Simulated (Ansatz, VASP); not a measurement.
One calculation of TiH, two programs

```
Ti H
1.0
     0.00000    2.05162    2.05162
     1.95581    0.00000    2.05162
     1.95581    2.05162    0.00000
Ti H
1 1
Direct
  0.99981 0.00019 0.00019
  0.50907 0.49093 0.49093
```

Change from the starting cell: mode 4 frozen in at -0.037 Å, normal strain along x -0.0467.

Alike in both runs: task single point; functional LDA; k mesh 18 × 18 × 18; occupations gaussian, width 0.15 eV; no spin polarisation.

|  | VASP | Ansatz |
| --- | --- | --- |
| version | VASP 6.6.1 | Ansatz 0.2.0 |
| potentials or method | VASP PAW LDA potentials, release 64 (Ti_sv, H), cutoff 520 eV | scalar-relativistic, plane waves, PAW |
| valence electrons in the cell | 13 | 13 |

|  | VASP | Ansatz | Ansatz less VASP |
| --- | --- | --- | --- |
| gap on the k mesh at the Fermi level (eV) | none | none | - |
| pressure (GPa) | 8.4 | 8.3 | -0.09 |
| traceless stress, the component that is largest in VASP (GPa) | -0.90 | -0.91 | -0.015 |
| rms of the force components (eV/Å) | 0.134 | 0.133 | -0.0005 |

LDA's correlation is that of Perdew and Zunger in VASP and of Perdew and Wang (1992) in Ansatz. Atom by atom the forces differ by 0.001 eV/Å (rms over components). A gap of «none» marks a metal or a gap that the smearing closes.
